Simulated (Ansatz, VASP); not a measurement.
**One calculation of SiNi, two programs**

The input INCAR:

```
SYSTEM = SiNi
  PREC = Accurate
  ENCUT = 590
  EDIFF = 1E-6
  ISMEAR = -1
  SIGMA = 0.05
  LREAL = .False.
  LASPH = .True.
  NELM = 200
  ALGO = Normal
  ISIF = 2
  LWAVE = .False.
  LCHARG = .False.
  ISPIN = 2
  MAGMOM = 1 1 0 0
  LORBIT = 11
  LMAXMIX = 4
  GGA = PE
  NBANDS = 34
  GGA_COMPAT = .False.
```

The input KPOINTS:

```
regular mesh
0
Gamma
  5 5 3
  0 0 0
```

File POSCAR:

```
SiNi
1.0
    2.9427706600      0.0000000000      0.0000000000
    0.0000000000      3.2803255400      0.0000000000
    0.0000000000      0.0000000000      4.6774467600
Ni Si
2 2
Direct
    0.5000000000      0.5000000000      0.3424955900
    0.0000000000      0.0000000000      0.6575044100
    0.5000000000      0.5000000000      0.8431431600
    0.0000000000      0.0000000000      0.1568568400
```

Contents of input.yaml:

```yaml
crystal:
  lattice:
    - [2.94277066, 0.0, 0.0]
    - [0.0, 3.28032554, 0.0]
    - [0.0, 0.0, 4.67744676]
  atoms:
    - { symbol: Ni, position: [0.5, 0.5, 0.34249559], spin: 1.0 }
    - { symbol: Ni, position: [0.0, 0.0, 0.65750441], spin: 1.0 }
    - { symbol: Si, position: [0.5, 0.5, 0.84314316] }
    - { symbol: Si, position: [0.0, 0.0, 0.15685684] }
hamiltonian:
  xc: pbe
  pseudopotentials: { kind: paw }
magnetization:
  spin_polarized: true
kpoints:
  mp_grid: { grid: [5, 5, 3] }
scf:
  occupations: { method: fermi_dirac, width: 0.05 }
output:
  forces: true
  stress: true
  eigenvalues: true
```

Alike in both runs: task single point; functional PBE; k mesh 5 × 5 × 3; occupations fermi-dirac, width 0.05 eV; collinear spin.

|  | VASP | Ansatz |
| --- | --- | --- |
| version | VASP 6.6.1 | Ansatz 0.2.0 |
| potentials or method | VASP PAW PBE potentials, release 64 (Ni_sv_GW, Si) | Ansatz PAW |
| plane-wave cutoff (eV) | 590 | 420 |
| valence electrons in the cell | 44 | 44 |

```tsv
	VASP	Ansatz	Ansatz less VASP
gap on the k mesh at the Fermi level (eV)	none	none	-
pressure (GPa)	3.7	6.9	+3.16
traceless stress, the component that is largest in VASP (GPa)	2.99	3.02	+0.028
rms of the force components (eV/Å)	0.047	0.043	-0.0039
net moment per atom (μB)	0.00	0.00	0.000
```

Atom by atom the forces differ by 0.004 eV/Å (rms over components). A gap of «none» marks a metal or a gap that the smearing closes. The functional is the same, so the differences come from potentials, cutoffs and numerics.

The k mesh is coarse, so the values compare programs but aren't converged. Noted on Ansatz's run: the magnetic or orbital state may not be the lowest.
